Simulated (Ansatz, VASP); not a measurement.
Two plane-wave programs on Sc2SnS

The input INCAR:

```
SYSTEM = Sc2SnS
ALGO     = Fast           ! electronic algorithm
EDIFF    = 1E-6           ! SCF threshold, eV
ENCUT    = 520            ! plane-wave cutoff, eV
GGA      = PE             ! functional
ISIF     = 2              ! what is computed and relaxed
ISMEAR   = 0              ! smearing method
ISPIN    = 2              ! spin polarisation
LASPH    = .TRUE.         ! aspherical terms in the spheres
LCHARG   = .TRUE.         ! write CHGCAR
LELF     = .TRUE.         ! ELF
LMAXMIX  = 4              ! l up to which the mixer works
LORBIT   = 11             ! projections on sites
LREAL    = .FALSE.        ! projectors in reciprocal space
LVHAR    = .TRUE.       
LWAVE    = .FALSE.        ! write WAVECAR
MAGMOM   = 1 1 0 0        ! initial moments
NBANDS   = 33             ! bands
NELM     = 150            ! most SCF steps
PREC     = Accurate       ! precision mode
SIGMA    = 0.1            ! smearing width, eV
```

File KPOINTS:

```
k-points
0
G
  4 4 4
  0 0 0
```

File POSCAR:

```
Sc2SnS
1.0
    4.9664483605      0.0000000000      0.0000000000
    0.0000000000      4.9664483605      0.0000000000
    0.0000000000      0.0000000000      3.7707083670
Sc Sn S
2 1 1
Direct
    0.0000000000      0.5000000000      0.5000000000
    0.5000000000      0.0000000000      0.5000000000
    0.0000000000      0.0000000000      0.0000000000
    0.5000000000      0.5000000000      0.5000000000
```

Input for Ansatz:

```yaml
crystal:
  lattice:
    - [4.9664483605, 0.0, 0.0]
    - [0.0, 4.9664483605, 0.0]
    - [0.0, 0.0, 3.770708367]
  atoms:
    - { symbol: Sc, position: [0.0, 0.5, 0.5], spin: 1.0 }
    - { symbol: Sc, position: [0.5, 0.0, 0.5], spin: 1.0 }
    - { symbol: Sn, position: [0.0, 0.0, 0.0] }
    - { symbol: S, position: [0.5, 0.5, 0.5] }
basis:
  ecutwfc: 420
kpoints:
  mp_grid: { grid: [4, 4, 4] }
hamiltonian:
  xc: pbe
scf:
  occupations: { method: gaussian, width: 0.1 }
  lower_state_search: "off"
output:
  forces: true
  stress: true
  eigenvalues: true
  populations: true
magnetization:
  spin_polarized: true
```

Alike in both runs: task single point; functional PBE; k mesh 4 × 4 × 4; occupations gaussian, width 0.1 eV; collinear spin.

|  | VASP | Ansatz |
| --- | --- | --- |
| version | VASP 6.6.1 | Ansatz 0.2.0 |
| potentials or method | VASP PAW PBE potentials, release 64 (Sc_sv, Sn_d, S), cutoff 520 eV | scalar-relativistic, plane waves, PAW |
| valence electrons in the cell | 42 | 42 |

Ansatz gave:

```
gap on the k mesh at the Fermi level (eV)                     : none
pressure (GPa)                                                : -0.3
traceless stress, the component that is largest in VASP (GPa) : -0.28
net moment per atom (μB)                                      : 0.00
```

Which values does VASP return?

gap on the k mesh at the Fermi level (eV): none; pressure (GPa): -0.2; traceless stress, the component that is largest in VASP (GPa): -0.39; net moment per atom (μB): 0.00.

A gap of «none» marks a metal or a gap that the smearing closes. The functional is the same, so the differences come from potentials, cutoffs and numerics. Ansatz's warnings: seeded moment not kept.

The k mesh is coarse, so the values compare programs but aren't converged.
